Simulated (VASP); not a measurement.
A run of VASP 6.6.1:

Contents of INCAR:

```
  ALGO = Normal
  EDIFF = 1E-6
  ENCUT = 520
  GGA = PE
  ISIF = 2
  ISMEAR = 0
  LASPH = T
  LCHARG = F
  LREAL = F
  LWAVE = F
  NBANDS = 22
  NELM = 80
  PREC = Accurate
  SIGMA = 0.15
```

KPOINTS

```
k-points
0
Gamma
  8 8 8
```

Contents of POSCAR:

```
InSb3
1.0
    4.9101399550      0.1684851945      0.1684851945
    0.1684851945      4.9101399550      0.1684851945
    0.1684851945      0.1684851945      4.9101399550
In Sb
1 3
Direct
    0.0000000000      0.0000000000      0.0000000000
    0.5000000000      0.0000000000      0.5000000000
    0.0000000000      0.5000000000      0.5000000000
    0.5000000000      0.5000000000      0.0000000000
```

Potentials or basis: VASP PAW PBE potentials, release 64 (In_d, Sb).

Launch:

```bash
$ cat potpaw_PBE.64/In_d/POTCAR potpaw_PBE.64/Sb/POTCAR > POTCAR
$ mpirun -np 1 vasp_std > vasp.out
```

Hardware: 1 thread of Intel Xeon 8259CL (shared host).

**Question.** How long does it take, and how much memory?

**Answer.** Wall time 2.9 min on 1 thread of Intel Xeon 8259CL, on a shared host, peak memory 0.34 GiB. Counts: scf iterations 10, k points 65.
